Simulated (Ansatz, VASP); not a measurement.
Mn: VASP beside Ansatz

```
CELL_PARAMETERS angstrom
0.00000 1.80622 1.80622
1.80622 0.00000 1.80622
1.80622 1.80622 0.00000
ATOMIC_POSITIONS crystal
Mn 0.00000 0.00000 0.00000
```

Alike in both runs: task single point; functional revPBE; k mesh 17 × 17 × 17; occupations fermi-dirac, width 0.1 eV; no spin polarisation.

```csv
,VASP,Ansatz
version,VASP 6.6.1,Ansatz 0.2.0
potentials or method,"VASP PAW PBE potentials, release 64 (Mn_pv), cutoff 520 eV","plane waves (420 eV) with PAW, scalar-relativistic"
valence electrons in the cell,13,15
```

VASP gave:

| Item | Value |
| --- | --- |
| pressure (GPa) | -17.1 |

Problem. What did Ansatz give for the same quantities?

Solution. Pressure (GPa): -17.2.

VASP's potentials were made for PBE, not for revPBE. VASP's potentials hold 13 valence electrons a cell and Ansatz's 15, so a difference there can come from the potentials and not from the codes.
